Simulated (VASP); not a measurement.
# Gd (P6_3/mmc) in VASP: relaxation of volume and atoms at fixed shape with PBEsol

Aim: the relaxation of volume and atoms at fixed shape of Gd with PBEsol.

Everything below comes from runs of VASP 6.6.1. Logs are shortened: lines on timing, memory, paths and dates and some standing lists are left out, and cuts for length are marked.

## (1) The cell of the first run

It takes space group P6_3/mmc (No. 194, hexagonal). Conventional cell: a = 3.636 Å, b = 3.636 Å, c = 5.783 Å, α = 90.00°, β = 90.00°, γ = 120.00°. Within 4.7 Å of Gd (site symmetry -6m2) lie 12 Gd at 3.57 to 3.64 Å.

## (2) Relaxation of volume and atoms at fixed shape, PBEsol, collinear spin, ferromagnetic start

Contents of INCAR:

```
SYSTEM = Gd
ALGO     = Normal         ! electronic algorithm
EDIFF    = 1E-6           ! SCF threshold, eV
EDIFFG   = -0.01          ! ionic threshold
ENCUT    = 600            ! plane-wave cutoff, eV
GGA      = PS             ! functional
IBRION   = 2              ! ionic algorithm
ISIF     = 8              ! what is computed and relaxed
ISMEAR   = -1             ! smearing method
ISPIN    = 2              ! spin polarisation
LASPH    = .TRUE.         ! aspherical terms in the spheres
LCHARG   = .FALSE.        ! write CHGCAR
LMAXMIX  = 6              ! l up to which the mixer works
LORBIT   = 11             ! projections on sites
LREAL    = .FALSE.        ! projectors in reciprocal space
LWAVE    = .FALSE.        ! write WAVECAR
MAGMOM   = 7 7            ! initial moments
NELM     = 150            ! most SCF steps
NSW      = 80             ! ionic steps
PREC     = Accurate       ! precision mode
SIGMA    = 0.1            ! smearing width, eV
```

Contents of KPOINTS:

```
k-points
0
G
  8 8 5
  0 0 0
```

Contents of POSCAR:

```
Gd
1.0
    3.6360000000      0.0000000000      0.0000000000
   -1.8180000000      3.1488683682      0.0000000000
    0.0000000000      0.0000000000      5.7826000000
Gd
2
Direct
    0.3333330000      0.6666670000      0.2500000000
    0.6666670000      0.3333330000      0.7500000000
```

Potentials or basis: VASP PAW PBE potentials, release 64 (Gd).

Run with:

```sh
$ cat potpaw_PBE.64/Gd/POTCAR > POTCAR
$ mpirun -np 1 vasp_std > vasp.out
```

OUTCAR:

```text
SYSTEM = Gd
   EDIFF = 1E-6
   EDIFFG = -0.01
   ENCUT = 600
   GGA = PS
   IBRION = 2
   ISIF = 8
   ISMEAR = -1
   ISPIN = 2
   LASPH = .TRUE.
   LORBIT = 11
   LREAL = .FALSE.
   NELM = 150
   NSW = 80
   PREC = Accurate

 ion  position               nearest neighbor table
   1  0.333  0.667  0.250-
   2  0.667  0.333  0.750-

  LATTYP: Found a hexagonal cell.
 ALAT       =     3.6360000000
 C/A-ratio  =     1.5903740374

  Lattice vectors:

 A1 = (   3.6360000000,   0.0000000000,   0.0000000000)
 A2 = (  -1.8180000000,   3.1488683682,   0.0000000000)
 A3 = (   0.0000000000,   0.0000000000,   5.7826000000)

Analysis of symmetry for initial positions (statically):
=====================================================================
 Subroutine PRICEL returns:
 Original cell was already a primitive cell.

 Routine SETGRP: Setting up the symmetry group for a
 hexagonal supercell.

 Subroutine GETGRP returns: Found 24 space group operations
 (whereof 12 operations were pure point group operations)
 out of a pool of 24 trial point group operations.

The static configuration has the point symmetry D_3d.
 The point group associated with its full space group is D_6h.

Analysis of symmetry for dynamics (positions and initial velocities):
=====================================================================
 Subroutine PRICEL returns:
 Original cell was already a primitive cell.

 Routine SETGRP: Setting up the symmetry group for a
 hexagonal supercell.

 Subroutine GETGRP returns: Found 24 space group operations
 (whereof 12 operations were pure point group operations)
 out of a pool of 24 trial point group operations.

The dynamic configuration has the point symmetry D_3d.
 The point group associated with its full space group is D_6h.

Analysis of structural, dynamic, and magnetic symmetry:
=====================================================================
 Subroutine PRICEL returns:
 Original cell was already a primitive cell.

 Routine SETGRP: Setting up the symmetry group for a
 hexagonal supercell.

 Subroutine GETGRP returns: Found 24 space group operations
 (whereof 12 operations were pure point group operations)
 out of a pool of 24 trial point group operations.

The overall configuration has the point symmetry D_3d.
 The point group associated with its full space group is D_6h.

 Subroutine INISYM returns: Found 24 space group operations
 (whereof 12 operations are pure point group operations),
 and found     1 'primitive' translations

----------------------------------------------------------------------------------------

                                     Primitive cell

  volume of cell :      66.2066

  direct lattice vectors                    reciprocal lattice vectors
     3.636000000  0.000000000  0.000000000     0.275027503  0.158787203  0.000000000
    -1.818000000  3.148868368  0.000000000     0.000000000  0.317574405  0.000000000
     0.000000000  0.000000000  5.782600000     0.000000000  0.000000000  0.172932591

  length of vectors
     3.636000000  3.636000000  5.782600000     0.317574405  0.317574405  0.172932591

  position of ions in fractional coordinates (direct lattice)
     0.333333000  0.666667000  0.250000000
     0.666667000  0.333333000  0.750000000

  ion indices of the primitive-cell ions
   primitive index   ion index
                 1           1
                 2           2

----------------------------------------------------------------------------------------

 KPOINTS: k-points

Automatic generation of k-mesh.
 Grid dimensions read from file:
 generate k-points for:    8    8    5

 Generating k-lattice:

  Cartesian coordinates                     Fractional coordinates (reciprocal lattice)
     0.034378438  0.019848400  0.000000000     0.125000000  0.000000000  0.000000000
     0.000000000  0.039696801  0.000000000     0.000000000  0.125000000  0.000000000
     0.000000000  0.000000000  0.034586518     0.000000000  0.000000000  0.200000000

  Length of vectors
     0.039696801  0.039696801  0.034586518

  Shift w.r.t. Gamma in fractional coordinates (k-lattice)
     0.000000000  0.000000000  0.000000000

 Subroutine IBZKPT returns following result:
 ===========================================

 Found     30 irreducible k-points:

 Following reciprocal coordinates:
            Coordinates               Weight
  0.000000  0.000000  0.000000      1.000000
  0.125000  0.000000  0.000000      6.000000
  0.250000  0.000000  0.000000      6.000000
  0.375000  0.000000  0.000000      6.000000
  0.500000  0.000000  0.000000      3.000000
  0.125000  0.125000  0.000000      6.000000
[... 16 lines left out ...]
  0.250000  0.000000  0.400000     12.000000
  0.375000  0.000000  0.400000     12.000000
 [... further k-points ...]
   k-points           NKPTS =     30   k-points in BZ     NKDIM =     30   number of bands    NBANDS=     29
   number of dos      NEDOS =    301   number of ions     NIONS =      2
   total plane-waves  NPLWV =  43200
   dimension x,y,z NGX =    30 NGY =   30 NGZ =   48
   dimension x,y,z NGXF=    60 NGYF=   60 NGZF=   96
   ions per type =               2
   NGX,Y,Z   is equivalent  to a cutoff of  13.72, 13.72, 13.80 a.u.
   NGXF,Y,Z  is equivalent  to a cutoff of  27.43, 27.43, 27.60 a.u.
 SYSTEM =  Gd
   PREC   = accura    normal or accurate (medium, high low for compatibility)
   ISTART =      0    job   : 0-new  1-cont  2-samecut
   ICHARG =      2    charge: 1-file 2-atom 10-const
   ISPIN  =      2    spin polarized calculation?
   LNONCOLLINEAR =      F non collinear calculations
   LSORBIT =      F    spin-orbit coupling
   LASPH  =      T    aspherical Exc in radial PAW
   ENCUT  =  600.0 eV  44.10 Ry    6.64 a.u.   7.26  7.26 11.55*2*pi/ulx,y,z
   NELM   =    150;   NELMIN=  2; NELMDL= -5     # of ELM steps
   EDIFF  = 0.1E-05   stopping-criterion for ELM
   LREAL  =      F    real-space projection
   EDIFFG = -.1E-01   stopping-criterion for IOM
   NSW    =     80    number of steps for IOM
   IBRION =      2    ionic relax: 0-MD 1-quasi-New 2-CG
   NFREE  =      1    steps in history (QN), initial steepest desc. (CG)
   ISIF   =      8    stress and relaxation
   ISYM   =      2    0-nonsym 1-usesym 2-fastsym
   POTIM  = 0.5000    time-step for ionic-motion
   TEBEG  =    0.0;   TEEND  =   0.0 temperature during run
   PSTRESS=    0.0 pullay stress
   NELECT =      36.0000    total number of electrons
   NUPDOWN=      -1.0000    fix difference up-down
   EMIN   =  10.00;   EMAX   =-10.00  energy-range for DOS
   EFERMI =   0.00;   METHOD = LEGACY
   ISMEAR =    -1;   SIGMA  =   0.10  broadening in eV -4-tet -1-fermi 0-gaus
   EFERMI_NEDOS =   21; number of points for ismear=-14 and -15
   IALGO  =     38    algorithm
   IMIX   =      4    mixing-type and parameters
     AMIX     =   0.40;   BMIX     =  1.00
     AMIX_MAG =   1.60;   BMIX_MAG =  1.00
  volume/ion in A,a.u.               =      33.10       223.39
  Fermi-wavevector in a.u.,A,eV,Ry     =   1.336211  2.525073 24.292668  1.785461
  Thomas-Fermi vector in A             =   2.464856
   LORBIT       =     11    0 simple, 1 ext, 2 COOP (PROOUT), +10 PAW based schemes
   GGA     = PS    functional components
   LHFCALC =     F    Hartree Fock is set to
   AEXX    =    0.0000 exact exchange contribution
   IVDW    =     0    specifies the selected vdW correction
   LEPSILON=     F    determine dielectric tensor
   LRPA    =     F    only Hartree local field effects (RPA)
 conjugate gradient relaxation of ions
 spin polarized calculation
  energy-cutoff  :      600.00
  volume of cell :       66.21
 maximum number of plane-waves:      2243
 NGX is ok and might be reduce to    30
   NGX = 15   NGY = 15   NGZ = 23

--------------------------------------- Ionic step        1  -------------------------------------------

 number of electron      35.9999994 magnetization      15.1226194

 Free energy of the ion-electron system (eV)
  ---------------------------------------------------
  ext. energy  EPLUGINS =         0.00000000
  ---------------------------------------------------
  free energy    TOTEN  =       -24.10874514 eV

  energy without entropy =      -23.97046505  energy(sigma->0) =      -24.03960509

------------------------ aborting loop because EDIFF is reached ----------------------------------------

  FORCE on cell =-STRESS in cart. coord.  units (eV):
  Direction    XX          YY          ZZ          XY          YZ          ZX
  --------------------------------------------------------------------------------------
  -------------------------------------------------------------------------------------
  Total       -0.6554680     -0.6554680     -0.5832034      0.0000000      0.0000000     -0.0000000
  in kB      -15.8620942    -15.8620942    -14.1133178      0.0000000      0.0000000     -0.0000000
  external PRESSURE =     -15.2791687 kB  Pullay stress =       0.0000000 kB
[... 21 lines left out ...]
  energy  without entropy=      -23.9704650470  energy(sigma->0) =      -24.03960509

--------------------------------------- Ionic step        2  -------------------------------------------

 number of electron      36.0000005 magnetization      15.0688510

 E-fermi :   3.0345     XC(G=0): -10.3151

 val. band max:        3.0278519585   @ k =   0.3750   0.2500   0.0000
 cond. band min:       3.0420303586   @ k =   0.2500   0.2500   0.0000
 fundamental gap:      0.0141784001
 Fermi energy:         3.0344954807

 spin component 1

 k-point     1 :       0.0000    0.0000    0.0000
  band No.  band energies     occupation
      1     -42.0744      1.00000
      2     -41.9889      1.00000
      3     -19.9103      1.00000
      4     -19.1981      1.00000
      5     -19.1981      1.00000
      6     -19.0748      1.00000
[... 1564 lines left out ...]
  energy  without entropy=      -23.9953918769  energy(sigma->0) =      -24.06056273

--------------------------------------- Ionic step        3  -------------------------------------------

 number of electron      36.0000005 magnetization      15.0576362

 Free energy of the ion-electron system (eV)
  ---------------------------------------------------
  ext. energy  EPLUGINS =         0.00000000
  ---------------------------------------------------
  free energy    TOTEN  =       -24.12579937 eV

  energy without entropy =      -23.99667334  energy(sigma->0) =      -24.06123635

 E-fermi :   3.0746     XC(G=0): -10.3532

 val. band max:        3.0649228847   @ k =   0.3750   0.2500   0.0000
 cond. band min:       3.0775101566   @ k =   0.2500   0.2500   0.0000
 fundamental gap:      0.0125872719
 Fermi energy:         3.0746310006

 spin component 1

 k-point     1 :       0.0000    0.0000    0.0000
  band No.  band energies     occupation
      1     -42.0217      1.00000
      2     -41.9331      1.00000
      3     -19.8702      1.00000
      4     -19.1395      1.00000
      5     -19.1395      1.00000
      6     -19.0131      1.00000
[... 1560 lines left out ...]
  FREE ENERGIE OF THE ION-ELECTRON SYSTEM (eV)
  ---------------------------------------------------
  free  energy   TOTEN  =       -24.1257993651 eV

  energy  without entropy=      -23.9966733393  energy(sigma->0) =      -24.06123635

 reached required accuracy - stopping structural energy minimisation

 total charge

# of ion       s       p       d       f       tot
--------------------------------------------------
    1        2.076   5.545   0.596   6.992  15.209
    2        2.076   5.545   0.596   6.992  15.209
--------------------------------------------------
tot          4.151  11.090   1.192  13.984  30.417

 magnetization (x)

# of ion       s       p       d       f       tot
--------------------------------------------------
    1        0.005  -0.044   0.200   6.799   6.960
    2        0.005  -0.044   0.200   6.799   6.960
--------------------------------------------------
tot          0.010  -0.088   0.401  13.597  13.921
```

Run time: 6.7 min. Hardware: 1 thread of AMD EPYC 9R45 (Zen 5), shared host; peak memory 0.28 GiB.

Results:

| Property | Result |
| --- | --- |
| Free energy | -24.1258 eV |
| Relaxed volume | 31.35 Å³/atom |
| Relaxed cell | a = 3.571 Å, b = 3.571 Å, c = 5.679 Å, α = 90.00°, β = 90.00°, γ = 120.00° |
| Space group after relaxing (to 0.1 Å) | P6_3/mmc (No. 194) |
| Energy gained by relaxing | 8.5 meV/atom |
| Ionic steps | 3 |
| Pressure after relaxing | 0.0 GPa |
| Net moment | 15.06 μB per cell |
| Site moments | Gd +6.96 μB |
| Valence electrons inside the program's atomic spheres | Gd 15.21 |

Stress tensor (GPa, compression positive):
```
-0.03  0.00  0.00
 0.00 -0.03  0.00
 0.00  0.00  0.19
```

The path:
| step | energy change (eV) | largest force (eV/Å) | pressure (GPa) | volume (Å³) |
| --- | --- | --- | --- | --- |
| 1 | 0.0000 | 0.0000 | -1.53 | 66.21 |
| 2 | -0.0170 | 0.0000 | -0.26 | 63.23 |
| 3 | -0.0171 | 0.0000 | 0.04 | 62.71 |

Final structure:
```
Gd
1.0
     3.57078    0.00000    0.00000
    -1.78539    3.09239    0.00000
     0.00000    0.00000    5.67888
Gd
2
Cartesian
  0.0000 2.0616 1.4197
  1.7854 1.0308 4.2592
```

Caveat: the PAW data sets were made with another functional, which shifts forces and pressure a little; spin-orbit coupling is left out, which moves the levels of the heavy elements; semilocal functionals describe open f shells poorly, which spoils levels, moments and volumes. The state reached can hang on the start; a lower one may exist.
